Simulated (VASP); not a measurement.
Here is a VASP 6.6.1 calculation.

Contents of INCAR:

```
SYSTEM = GaAs
PREC = Accurate
ENCUT = 520
EDIFF = 1E-6
ISMEAR = 0
SIGMA = 0.01
LREAL = .FALSE.
LASPH = .TRUE.
NELM = 60
ALGO = Normal
ISIF = 2
LWAVE = .FALSE.
LCHARG = .TRUE.
GGA = PE
LELF = .TRUE.
LVHAR = .TRUE.
NBANDS = 16
```

File KPOINTS:

```
regular mesh
0
G
  6 6 6
  0 0 0
```

File POSCAR:

```
GaAs
1.0
    0.0000000000      2.7886446409      2.7886446409
    2.7886446409      0.0000000000      2.7886446409
    2.7886446409      2.7886446409      0.0000000000
Ga As
1 1
Direct
    0.0000000000      0.0000000000      0.0000000000
    0.2500000000      0.2500000000      0.2500000000
```

Potentials or basis: VASP PAW PBE potentials, release 64 (Ga_d, As).

Command:

```sh
$ cat potpaw_PBE.64/Ga_d/POTCAR potpaw_PBE.64/As/POTCAR > POTCAR
$ mpirun -np 1 vasp_std > vasp.out
```

(1) What does it give for the pressure?

(2) Predict the band gap on the k mesh.

Answers

(1) 6.9 GPa.

(2) 0.83 eV, direct.
